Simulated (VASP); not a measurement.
# SnSe in VASP: notebook, part 2 of 2

VASP 6.6.1.

### 3 Single point, PBE+D3(BJ) (22.03 Å³/atom)

This run uses another cell than the first one, of 22.03 Å³/atom.

INCAR reads:

```
PREC = Accurate
ENCUT = 520
EDIFF = 1E-6
ISMEAR = 0
SIGMA = 0.05
LREAL = F
LASPH = T
NELM = 80
ALGO = Normal
ISIF = 2
LWAVE = F
LCHARG = F
GGA = PE
IVDW = 12
NBANDS = 50
```

KPOINTS reads:

```
Automatic mesh
0
Gamma
  4 8 8
```

POSCAR reads:

```
SnSe
1.0
   10.8535343690      0.0000000000      0.0000000000
    0.0000000000      3.9970222286      0.0000000000
    0.0000000000      0.0000000000      4.0619845843
Sn Se
4 4
Direct
    0.1152007462      0.2500000000      0.0001056906
    0.3847992538      0.7500000000      0.5001056906
    0.6152007462      0.2500000000      0.4998943094
    0.8847992538      0.7500000000      0.9998943094
    0.3622355762      0.2500000000      0.0000298466
    0.1377644238      0.7500000000      0.5000298466
    0.8622355762      0.2500000000      0.4999701534
    0.6377644238      0.7500000000      0.9999701534
```

Potentials or basis: VASP PAW PBE potentials, release 64 (Sn_d, Se).

Command:

```sh
cat potpaw_PBE.64/Sn_d/POTCAR potpaw_PBE.64/Se/POTCAR > POTCAR
mpirun -np 1 vasp_std > vasp.out
```

OUTCAR:

```text
PREC = Accurate
   ENCUT = 520
   EDIFF = 1E-6
   ISMEAR = 0
   LREAL = F
   LASPH = T
   NELM = 80
   ISIF = 2
   GGA = PE
   IVDW = 12
 IVDW          = 12

 ion  position               nearest neighbor table
   1  0.115  0.250  0.000-   5 2.68   6 2.86   6 2.86   6 2.86   6 2.86   4 3.20   4 3.20
   2  0.385  0.750  0.500-   6 2.68   5 2.86   5 2.86   5 2.86   5 2.86   3 3.20   3 3.20
   3  0.615  0.250  0.500-   7 2.68   8 2.86   8 2.86   8 2.86   8 2.86   2 3.20   2 3.20
   4  0.885  0.750  1.000-   8 2.68   7 2.86   7 2.86   7 2.86   7 2.86   1 3.20   1 3.20
   5  0.362  0.250  0.000-   1 2.68   2 2.86   2 2.86   2 2.86   2 2.86
   6  0.138  0.750  0.500-   2 2.68   1 2.86   1 2.86   1 2.86   1 2.86
   7  0.862  0.250  0.500-   3 2.68   4 2.86   4 2.86   4 2.86   4 2.86
   8  0.638  0.750  1.000-   4 2.68   3 2.86   3 2.86   3 2.86   3 2.86

  LATTYP: Found a simple orthorhombic cell.
 ALAT       =     3.9970222286
 B/A-ratio  =     1.0162526881
 C/A-ratio  =     2.7154050561

  Lattice vectors:

 A1 = (   0.0000000000,   3.9970222286,   0.0000000000)
 A2 = (   0.0000000000,   0.0000000000,   4.0619845843)
 A3 = (  10.8535343690,   0.0000000000,   0.0000000000)

[... 198 lines left out ...]
      1     -13.7825      2.00000
      2     -13.7768      2.00000
      3     -13.7737      2.00000
      4     -13.7603      2.00000
      5     -13.7577      2.00000
      6     -13.7554      2.00000
[... 1261 lines left out ...]
     49      12.1403      0.00000
     50      12.1403      0.00000

 [... further k-points ...]

------------------------ aborting loop because EDIFF is reached ----------------------------------------

 Edisp (eV)   -3.51202

 E8    (eV) :    -1.5775

  FORCE on cell =-STRESS in cart. coord.  units (eV):
  Direction    XX          YY          ZZ          XY          YZ          ZX
  --------------------------------------------------------------------------------------
  -------------------------------------------------------------------------------------
  Total      11.49661    11.45812    11.47310     0.00000     0.00000     0.00000
  in kB     104.52844   104.17844   104.31464     0.00000     0.00000     0.00000
  external pressure =      104.34 kB  Pullay stress =        0.00 kB

 VOLUME and BASIS-vectors are now :
 -----------------------------------------------------------------------------
  energy-cutoff  :      520.00
  volume of cell :      176.22
      direct lattice vectors                 reciprocal lattice vectors
    10.853534369  0.000000000  0.000000000     0.092135886  0.000000000  0.000000000
     0.000000000  3.997022229  0.000000000     0.000000000  0.250186249  0.000000000
     0.000000000  0.000000000  4.061984584     0.000000000  0.000000000  0.246185080

 POSITION                                       TOTAL-FORCE (eV/Angst)
 -----------------------------------------------------------------------------------
      1.25034      0.99926      0.00043        -0.018840     -0.000000     -0.000143
      4.17643      2.99777      2.03142         0.018840      0.000000     -0.000143
      6.67710      0.99926      2.03056        -0.018840     -0.000000      0.000143
      9.60320      2.99777      4.06156         0.018840     -0.000000      0.000143
      3.93154      0.99926      0.00012         0.010145     -0.000000      0.000145
      1.49523      2.99777      2.03111        -0.010145     -0.000000      0.000145
      9.35830      0.99926      2.03087         0.010145     -0.000000     -0.000145
      6.92200      2.99777      4.06186        -0.010145     -0.000000     -0.000145
 -----------------------------------------------------------------------------------
    total drift:                                0.000000     -0.000000      0.000000

  FREE ENERGIE OF THE ION-ELECTRON SYSTEM (eV)
  ---------------------------------------------------
  free  energy   TOTEN  =       -34.8418469496 eV

  energy  without entropy=      -34.8413431439  energy(sigma->0) =      -34.84159505
```

Wall time 6.5 min (1 thread of Intel Xeon Platinum 8488C (Sapphire Rapids), shared host); peak memory 0.6 GiB.

Results:

- Free energy: -34.8418 eV
- Pressure: 10.4 GPa
- Largest force: 0.019 eV/Å
- Band gap on the k mesh: zero (bands 40 and 41 overlap by 0.29 eV)
- Dispersion energy per atom: -0.439 eV

Forces on the atoms (eV/Å):
```
Sn  -0.019  0.000  0.000
Sn   0.019  0.000  0.000
Sn  -0.019  0.000  0.000
Sn   0.019  0.000  0.000
Se   0.010  0.000  0.000
Se  -0.010  0.000  0.000
Se   0.010  0.000  0.000
Se  -0.010  0.000  0.000
```

Levels at points of the mesh, in eV from the Fermi level:
```csv
k point,band 37,band 38,band 39,band 40,band 41,band 42,band 43,band 44
"(0.00, 0.00, 0.00)",-2.17,-1.66,-1.18,-0.95,-0.14,2.96,3.23,3.47
"(0.50, 0.00, 0.00)",-2.60,-2.60,-1.02,-1.02,2.48,2.48,2.79,2.79
"(0.00, 0.50, 0.00)",-1.40,-1.40,-0.32,-0.32,0.40,0.40,0.98,0.98
"(0.50, 0.50, 0.00)",-0.94,-0.94,-0.94,-0.94,1.39,1.39,1.39,1.39
"(0.00, 0.00, 0.50)",-1.00,-1.00,-0.42,-0.42,0.45,0.45,1.16,1.16
"(0.50, 0.00, 0.50)",-0.56,-0.56,-0.11,-0.11,0.55,0.55,0.75,0.75
"(0.00, 0.50, 0.50)",-2.59,-2.59,-2.59,-2.59,2.70,2.70,2.70,2.70
"(0.50, 0.50, 0.50)",-2.05,-2.05,-2.05,-2.05,1.96,1.96,1.96,1.96
```

Caveat: the cell stands under pressure; semilocal functionals underestimate gaps, and a narrow one can read as zero; spin-orbit coupling is left out, which moves the levels of the heavy elements.
